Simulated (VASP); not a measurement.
# SnSe (Pnma) in VASP: single point with PBE+D3(BJ)

Aim: the single point of SnSe with PBE+D3(BJ).

Everything below comes from runs of VASP 6.6.1. Logs are shortened: lines on timing, memory, paths and dates and some standing lists are left out, and cuts for length are marked.

**Experimental background.**

From “Linear dichroism of the optical properties of SnS and SnSe van der Waals crystals”, 2024, arxiv:2409.17412, for a bulk crystal of SnSe at 300 K: band gap 0.89 eV (indirect).

The runs below are set against these values where they give the same quantity.

**1. The cell of the first run**

Symmetry: Pnma, No. 62, orthorhombic system. Conventional cell: a = 11.486 Å, b = 4.170 Å, c = 4.380 Å, α = 90.00°, β = 90.00°, γ = 90.00°. Sn (site symmetry m) has 6 Se at 2.76 to 3.44 Å and 2 Sn at 3.52 Å within 3.6 Å. Se (site symmetry m) has 6 Sn at 2.76 to 3.44 Å within 3.6 Å.

**2. Single point, PBE+D3(BJ)**

INCAR

```
ALGO     = Normal         # electronic algorithm
EDIFF    = 1E-6           # SCF threshold, eV
ENCUT    = 520            # plane-wave cutoff, eV
GGA      = PE             # functional
ISIF     = 2              # what is computed and relaxed
ISMEAR   = 0              # smearing method
IVDW     = 12             # dispersion correction
LASPH    = True           # aspherical terms in the spheres
LCHARG   = False          # write CHGCAR
LREAL    = False          # projectors in reciprocal space
LWAVE    = False          # write WAVECAR
NBANDS   = 50             # bands
NELM     = 100            # most SCF steps
PREC     = Accurate       # precision mode
SIGMA    = 0.05           # smearing width, eV
```

KPOINTS

```
k-points
0
Gamma
  4 8 6
```

POSCAR

```
SnSe
1.0
   11.4856002326      0.0000000000      0.0000000000
    0.0000000000      4.1700737650      0.0000000000
    0.0000000000      0.0000000000      4.3799514844
Sn Se
4 4
Direct
    0.1179506261      0.2500000000      0.0938221368
    0.3820493739      0.7500000000      0.5938221368
    0.6179506261      0.2500000000      0.4061778632
    0.8820493739      0.7500000000      0.9061778632
    0.3571189361      0.2500000000      0.0224728910
    0.1428810639      0.7500000000      0.5224728910
    0.8571189361      0.2500000000      0.4775271090
    0.6428810639      0.7500000000      0.9775271090
```

Potentials or basis: VASP PAW PBE potentials, release 64 (Sn_d, Se).

Run with:

```console
cat potpaw_PBE.64/Sn_d/POTCAR potpaw_PBE.64/Se/POTCAR > POTCAR
mpirun -np 1 vasp_std > vasp.out
```

OUTCAR:

```text
EDIFF = 1E-6
   ENCUT = 520
   GGA = PE
   ISIF = 2
   ISMEAR = 0
   IVDW = 12
   LASPH = True
   LREAL = False
   NELM = 100
   PREC = Accurate
 IVDW          = 12

 ion  position               nearest neighbor table
   1  0.118  0.250  0.094-   5 2.76   6 2.82   6 2.82   6 3.27   6 3.27   4 3.52   4 3.52
   2  0.382  0.750  0.594-   6 2.76   5 2.82   5 2.82   5 3.27   5 3.27   3 3.52   3 3.52
   3  0.618  0.250  0.406-   7 2.76   8 2.82   8 2.82   8 3.27   8 3.27   2 3.52   2 3.52
   4  0.882  0.750  0.906-   8 2.76   7 2.82   7 2.82   7 3.27   7 3.27   1 3.52   1 3.52
   5  0.357  0.250  0.022-   1 2.76   2 2.82   2 2.82   2 3.27   2 3.27
   6  0.143  0.750  0.522-   2 2.76   1 2.82   1 2.82   1 3.27   1 3.27
   7  0.857  0.250  0.478-   3 2.76   4 2.82   4 2.82   4 3.27   4 3.27
   8  0.643  0.750  0.978-   4 2.76   3 2.82   3 2.82   3 3.27   3 3.27

  LATTYP: Found a simple orthorhombic cell.
 ALAT       =     4.1700737650
 B/A-ratio  =     1.0503294980
 C/A-ratio  =     2.7542918615

  Lattice vectors:

 A1 = (   0.0000000000,   4.1700737650,   0.0000000000)
 A2 = (   0.0000000000,   0.0000000000,   4.3799514844)
 A3 = (  11.4856002326,   0.0000000000,   0.0000000000)

Analysis of symmetry for initial positions (statically):
=====================================================================
 Subroutine PRICEL returns:
 Original cell was already a primitive cell.

 Routine SETGRP: Setting up the symmetry group for a
 simple orthorhombic supercell.

 Subroutine GETGRP returns: Found  8 space group operations
 (whereof  2 operations were pure point group operations)
 out of a pool of  8 trial point group operations.

The static configuration has the point symmetry S_2 .
 The point group associated with its full space group is D_2h.

Analysis of symmetry for dynamics (positions and initial velocities):
=====================================================================
 Subroutine PRICEL returns:
 Original cell was already a primitive cell.

 Routine SETGRP: Setting up the symmetry group for a
 simple orthorhombic supercell.

 Subroutine GETGRP returns: Found  8 space group operations
 (whereof  2 operations were pure point group operations)
 out of a pool of  8 trial point group operations.

The dynamic configuration has the point symmetry S_2 .
 The point group associated with its full space group is D_2h.

 Subroutine INISYM returns: Found  8 space group operations
 (whereof  2 operations are pure point group operations),
 and found     1 'primitive' translations

----------------------------------------------------------------------------------------

                                     Primitive cell

  volume of cell :     209.7813

  direct lattice vectors                    reciprocal lattice vectors
    11.485600233  0.000000000  0.000000000     0.087065541  0.000000000  0.000000000
     0.000000000  4.170073765  0.000000000     0.000000000  0.239803911  0.000000000
     0.000000000  0.000000000  4.379951484     0.000000000  0.000000000  0.228313031

  length of vectors
    11.485600233  4.170073765  4.379951484     0.087065541  0.239803911  0.228313031

  position of ions in fractional coordinates (direct lattice)
     0.117950626  0.250000000  0.093822137
     0.382049374  0.750000000  0.593822137
     0.617950626  0.250000000  0.406177863
     0.882049374  0.750000000  0.906177863
     0.357118936  0.250000000  0.022472891
     0.142881064  0.750000000  0.522472891
     0.857118936  0.250000000  0.477527109
     0.642881064  0.750000000  0.977527109

  ion indices of the primitive-cell ions
   primitive index   ion index
                 1           1
                 2           2
                 3           3
                 4           4
                 5           5
                 6           6
                 7           7
                 8           8

----------------------------------------------------------------------------------------

 KPOINTS: k-points

Automatic generation of k-mesh.
 Grid dimensions read from file:
 generate k-points for:    4    8    6

 Generating k-lattice:

  Cartesian coordinates                     Fractional coordinates (reciprocal lattice)
     0.021766385  0.000000000  0.000000000     0.250000000  0.000000000  0.000000000
     0.000000000  0.029975489  0.000000000     0.000000000  0.125000000  0.000000000
     0.000000000  0.000000000  0.038052172     0.000000000  0.000000000  0.166666667

  Length of vectors
     0.021766385  0.029975489  0.038052172

  Shift w.r.t. Gamma in fractional coordinates (k-lattice)
     0.000000000  0.000000000  0.000000000

 Subroutine IBZKPT returns following result:
 ===========================================

 Found     60 irreducible k-points:

 Following reciprocal coordinates:
            Coordinates               Weight
  0.000000  0.000000  0.000000      1.000000
  0.250000  0.000000  0.000000      2.000000
  0.500000  0.000000  0.000000      1.000000
  0.000000  0.125000  0.000000      2.000000
  0.250000  0.125000  0.000000      4.000000
  0.500000  0.125000  0.000000      2.000000
[... 16 lines left out ...]
  0.250000  0.250000  0.166667      8.000000
  0.500000  0.250000  0.166667      4.000000
 [... further k-points ...]
   k-points           NKPTS =     60   k-points in BZ     NKDIM =     60   number of bands    NBANDS=     50
   number of dos      NEDOS =    301   number of ions     NIONS =      8
   total plane-waves  NPLWV = 103680
   dimension x,y,z NGX =    90 NGY =   32 NGZ =   36
   dimension x,y,z NGXF=   180 NGYF=   64 NGZF=   72
   ions per type =               4   4
   NGX,Y,Z   is equivalent  to a cutoff of  13.03, 12.76, 13.66 a.u.
   NGXF,Y,Z  is equivalent  to a cutoff of  26.05, 25.51, 27.33 a.u.
 SYSTEM =  unknown system
   PREC   = accura    normal or accurate (medium, high low for compatibility)
   ISTART =      0    job   : 0-new  1-cont  2-samecut
   ICHARG =      2    charge: 1-file 2-atom 10-const
   ISPIN  =      1    spin polarized calculation?
   LNONCOLLINEAR =      F non collinear calculations
   LSORBIT =      F    spin-orbit coupling
   LASPH  =      T    aspherical Exc in radial PAW
   ENCUT  =  520.0 eV  38.22 Ry    6.18 a.u.  21.36  7.75  8.14*2*pi/ulx,y,z
   NELM   =    100;   NELMIN=  2; NELMDL= -5     # of ELM steps
   EDIFF  = 0.1E-05   stopping-criterion for ELM
   LREAL  =      F    real-space projection
   EDIFFG = 0.1E-04   stopping-criterion for IOM
   NSW    =      0    number of steps for IOM
   IBRION =     -1    ionic relax: 0-MD 1-quasi-New 2-CG
   NFREE  =      0    steps in history (QN), initial steepest desc. (CG)
   ISIF   =      2    stress and relaxation
   ISYM   =      2    0-nonsym 1-usesym 2-fastsym
   POTIM  = 0.5000    time-step for ionic-motion
   TEBEG  =    0.0;   TEEND  =   0.0 temperature during run
   PSTRESS=    0.0 pullay stress
   NELECT =      80.0000    total number of electrons
   NUPDOWN=      -1.0000    fix difference up-down
   EMIN   =  10.00;   EMAX   =-10.00  energy-range for DOS
   EFERMI =   0.00;   METHOD = LEGACY
   ISMEAR =     0;   SIGMA  =   0.05  broadening in eV -4-tet -1-fermi 0-gaus
   EFERMI_NEDOS =   21; number of points for ismear=-14 and -15
   IALGO  =     38    algorithm
   IMIX   =      4    mixing-type and parameters
     AMIX     =   0.40;   BMIX     =  1.00
     AMIX_MAG =   1.60;   BMIX_MAG =  1.00
  volume/ion in A,a.u.               =      26.22       176.96
  Fermi-wavevector in a.u.,A,eV,Ry     =   1.187178  2.243442 19.175944  1.409392
  Thomas-Fermi vector in A             =   2.323335
   LORBIT       =      0    0 simple, 1 ext, 2 COOP (PROOUT), +10 PAW based schemes
   GGA     = PE    functional components
   LHFCALC =     F    Hartree Fock is set to
   AEXX    =    0.0000 exact exchange contribution
   IVDW    =    12    specifies the selected vdW correction
   LEPSILON=     F    determine dielectric tensor
   LRPA    =     F    only Hartree local field effects (RPA)
 non-spin polarized calculation
 Gauss-broadening in eV      SIGMA  =   0.05
  energy-cutoff  :      520.00
  volume of cell :      209.78
 maximum number of plane-waves:      5672
 NGX is ok and might be reduce to    90
   NGX = 43   NGY = 15   NGZ = 17

 number of electron      79.9999985 magnetization

 Free energy of the ion-electron system (eV)
  ---------------------------------------------------
  ext. energy  EPLUGINS =         0.00000000
  ---------------------------------------------------
  free energy    TOTEN  =       -32.78411912 eV

  energy without entropy =      -32.78411912  energy(sigma->0) =      -32.78411912

 E-fermi :   5.9194     XC(G=0):  -9.7979

 val. band max:        5.6815279913   @ k =   0.0000   0.0000   0.3333
 cond. band min:       6.2101871330   @ k =   0.0000   0.0000   0.0000
 fundamental gap:      0.5286591418
 Fermi energy:         5.9193693314

 k-point     1 :       0.0000    0.0000    0.0000
  band No.  band energies     occupation
      1     -15.7271      2.00000
      2     -15.7156      2.00000
      3     -15.7128      2.00000
      4     -15.7105      2.00000
      5     -15.7087      2.00000
      6     -15.7052      2.00000
[... 42 lines left out ...]
     49      10.2758      0.00000
     50      10.4364      0.00000

 k-point     2 :       0.2500    0.0000    0.0000
  band No.  band energies     occupation
      1     -15.7255      2.00000
      2     -15.7166      2.00000
      3     -15.7140      2.00000
      4     -15.7113      2.00000
      5     -15.7084      2.00000
      6     -15.7061      2.00000
[... 42 lines left out ...]
     49      10.4573      0.00000
     50      10.5835      0.00000

 k-point     3 :       0.5000    0.0000    0.0000
  band No.  band energies     occupation
      1     -15.7214      2.00000
      2     -15.7214      2.00000
      3     -15.7129      2.00000
      4     -15.7129      2.00000
      5     -15.7074      2.00000
      6     -15.7074      2.00000
[... 1102 lines left out ...]
     49       9.9949      0.00000
     50      10.4734      0.00000

 k-point    24 :       0.5000    0.2500    0.1667
  band No.  band energies     occupation
      1     -15.7173      2.00000
      2     -15.7173      2.00000
      3     -15.7113      2.00000
      4     -15.7113      2.00000
      5     -15.7063      2.00000
      6     -15.7063      2.00000
[... 42 lines left out ...]
     49       9.9499      0.00000
     50       9.9499      0.00000

 [... further k-points ...]

------------------------ aborting loop because EDIFF is reached ----------------------------------------

 Edisp (eV)   -2.95047

 E8    (eV) :    -1.3310

  FORCE on cell =-STRESS in cart. coord.  units (eV):
  Direction    XX          YY          ZZ          XY          YZ          ZX
  --------------------------------------------------------------------------------------
  -------------------------------------------------------------------------------------
  Total       0.08391     0.03881     0.01552     0.00000     0.00000     0.00000
  in kB       0.64084     0.29638     0.11852     0.00000     0.00000     0.00000
  external pressure =        0.35 kB  Pullay stress =        0.00 kB

 VOLUME and BASIS-vectors are now :
 -----------------------------------------------------------------------------
  energy-cutoff  :      520.00
  volume of cell :      209.78
      direct lattice vectors                 reciprocal lattice vectors
    11.485600233  0.000000000  0.000000000     0.087065541  0.000000000  0.000000000
     0.000000000  4.170073765  0.000000000     0.000000000  0.239803911  0.000000000
     0.000000000  0.000000000  4.379951484     0.000000000  0.000000000  0.228313031

 POSITION                                       TOTAL-FORCE (eV/Angst)
 -----------------------------------------------------------------------------------
      1.35473      1.04252      0.41094        -0.012619      0.000000     -0.010646
      4.38807      3.12756      2.60091         0.012619     -0.000000     -0.010646
      7.09753      1.04252      1.77904        -0.012619     -0.000000      0.010646
     10.13087      3.12756      3.96902         0.012619     -0.000000      0.010646
      4.10173      1.04252      0.09843         0.009946     -0.000000      0.011103
      1.64107      3.12756      2.28841        -0.009946     -0.000000      0.011103
      9.84453      1.04252      2.09155         0.009946     -0.000000     -0.011103
      7.38387      3.12756      4.28152        -0.009946      0.000000     -0.011103
 -----------------------------------------------------------------------------------
    total drift:                                0.000000      0.000000     -0.000000

  FREE ENERGIE OF THE ION-ELECTRON SYSTEM (eV)
  ---------------------------------------------------
  free  energy   TOTEN  =       -35.7345864720 eV

  energy  without entropy=      -35.7345864720  energy(sigma->0) =      -35.73458647
```

It took 17 min on 1 thread of Intel Xeon 8259CL, shared host; peak memory 0.64 GiB.

What came out:

```yaml
Free_energy: -35.7346 eV
Pressure: 0.0 GPa
Largest_force: 0.017 eV/Å
Band_gap_on_the_k_mesh: 0.53 eV (least direct gap 0.83 eV)
Dispersion_energy_per_atom: -0.369 eV
```

Forces in eV/Å, atoms in the order of the input:
```
Sn  -0.013  0.000 -0.011
Sn   0.013  0.000 -0.011
Sn  -0.013  0.000  0.011
Sn   0.013  0.000  0.011
Se   0.010  0.000  0.011
Se  -0.010  0.000  0.011
Se   0.010  0.000 -0.011
Se  -0.010  0.000 -0.011
```

Caveat: spin-orbit coupling is left out, which moves the levels of the heavy elements.

**3. Comparison with measurements**

Step 2. Against the measured gap of SnSe, 0.89 eV (indirect; 300 K; “Linear dichroism of the optical properties of SnS and SnSe van der Waals crystals”, 2024, arxiv:2409.17412), the calculated 0.53 eV is off by -0.36 eV. 2 values of this kind are on record (0.89 to 0.99 eV); this one was drawn at random. Spin-orbit coupling on Se, Sn is left out. The value is that of PBE+D3(BJ) on a finite k mesh, which can miss the band edges, without temperature or zero-point motion. Semilocal functionals fall short of measured gaps as a rule.
